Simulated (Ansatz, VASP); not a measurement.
## Li2S: VASP beside Ansatz

INCAR

```
ALGO     = Normal         # electronic algorithm
EDIFF    = 1E-7           # SCF threshold, eV
EDIFFG   = -0.002         # ionic threshold
ENCUT    = 650            # plane-wave cutoff, eV
GGA      = PS             # functional
GGA_COMPAT= False        
IBRION   = 2              # ionic algorithm
ISIF     = 2              # what is computed and relaxed
ISMEAR   = 0              # smearing method
LASPH    = True           # aspherical terms in the spheres
LCHARG   = False          # write CHGCAR
LREAL    = False          # projectors in reciprocal space
LWAVE    = False          # write WAVECAR
NELM     = 120            # most SCF steps
NELMIN   = 4            
NSW      = 50             # ionic steps
PREC     = Accurate       # precision mode
SIGMA    = 0.01           # smearing width, eV
```

KPOINTS

```
k-points
0
Gamma
  6 6 6
```

POSCAR

```
Li2S
1.0
   -0.0141365526      2.8202422512      2.8202422512
    2.8202422512     -0.0141365526      2.8202422512
    2.8202422512      2.8202422512     -0.0141365526
Li S
2 1
Direct
    0.2500000000      0.2500000000      0.2500000000
    0.7500000000      0.7500000000      0.7500000000
    0.0000000000      0.0000000000      0.0000000000
```

Input for Ansatz:

```yaml
crystal:
  lattice:
    - [-0.01413655264, 2.82024225118, 2.82024225118]
    - [2.82024225118, -0.01413655264, 2.82024225118]
    - [2.82024225118, 2.82024225118, -0.01413655264]
  atoms:
    - { symbol: Li, position: [0.25, 0.25, 0.25] }
    - { symbol: Li, position: [0.75, 0.75, 0.75] }
    - { symbol: S, position: [0.0, 0.0, 0.0] }
kpoints:
  mp_grid: { grid: [6, 6, 6] }
scf:
  occupations: { method: fixed }
  convergence: { dr2_threshold: 1.0e-10 }
hamiltonian:
  xc: pbesol
  pseudopotentials: { kind: all_electron, lapw: { basis_error: 0.0005 } }
output:
  forces: true
  stress: true
  eigenstates:
    kpoints:
      - [0.0, 0.0, 0.0]
      - [0.0, -0.5, -0.5]
      - [-0.5, 0.0, -0.5]
      - [-0.5, -0.5, 0.0]
      - [-0.5, 0.0, 0.0]
      - [0.0, -0.5, 0.0]
      - [0.0, 0.0, -0.5]
      - [-0.5, -0.5, -0.5]
relax:
  f_tol: 0.002
  max_steps: 30
```

Change from the starting cell: equal xy, yz and zx engineering shears of -0.5 %.

Alike in both runs: task relaxation of the atoms; functional PBEsol; k mesh 6 × 6 × 6; no spin polarisation.

|  | VASP | Ansatz |
| --- | --- | --- |
| version | VASP 6.6.1 | Ansatz 0.2.0 |
| potentials or method | VASP PAW PBE potentials, release 64 (Li_sv, S), cutoff 650 eV | all-electron LAPW, scalar-relativistic |
| occupations | gaussian, width 0.01 eV | fixed |

```tsv
	VASP	Ansatz	Ansatz less VASP
gap on the k mesh at the Fermi level, each at its own relaxed structure (eV)	3.18	3.19	+0.003
```

VASP's potentials were made for PBE, not for PBEsol. Ansatz ran all-electron here, and VASP with PAW potentials.
